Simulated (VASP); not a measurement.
A run of VASP 6.6.1:

Contents of INCAR:

```
SYSTEM = Si2Mo
ALGO = Normal ; EDIFF = 1E-6
ENCUT = 500 ; GGA_COMPAT = .False.
ISIF = 2 ; ISMEAR = 0
LASPH = .True. ; LCHARG = .False.
LREAL = .False. ; LWAVE = .False.
NBANDS = 43 ; NELM = 120
PREC = Accurate ; SIGMA = 0.01
```

Contents of KPOINTS:

```
k-points
0
Gamma
  9 9 6
  0 0 0
```

Contents of POSCAR:

```
Si2Mo
1.0
    4.6460886190      0.0000000000      0.0000000000
   -2.3230443095      4.0236307723      0.0000000000
    0.0000000000      0.0000000000      6.6426140964
Si Mo
6 3
Direct
    0.1644365083      0.8355634917      0.8333333333
    0.3288730166      0.1644365083      0.1666666667
    0.8355634917      0.6711269834      0.5000000000
    0.8355634917      0.1644365083      0.8333333333
    0.6711269834      0.8355634917      0.1666666667
    0.1644365083      0.3288730166      0.5000000000
    0.5000000000      0.0000000000      0.5000000000
    0.0000000000      0.5000000000      0.1666666667
    0.5000000000      0.5000000000      0.8333333333
```

Potentials or basis: VASP PAW LDA potentials, release 64 (Si, Mo_sv).

Run with:

```bash
$ cat potpaw_LDA.64/Si/POTCAR potpaw_LDA.64/Mo_sv/POTCAR > POTCAR
$ mpirun -np 1 vasp_std > vasp.out
```

Hardware: 1 thread of AMD EPYC 7R13, with other jobs on the host.

Task: How long does it take, and how much memory?

Result: It took 8.1 min on 1 thread of AMD EPYC 7R13, with other jobs on the host, peak memory 0.28 GiB. Counts: scf iterations 13, k points 48.
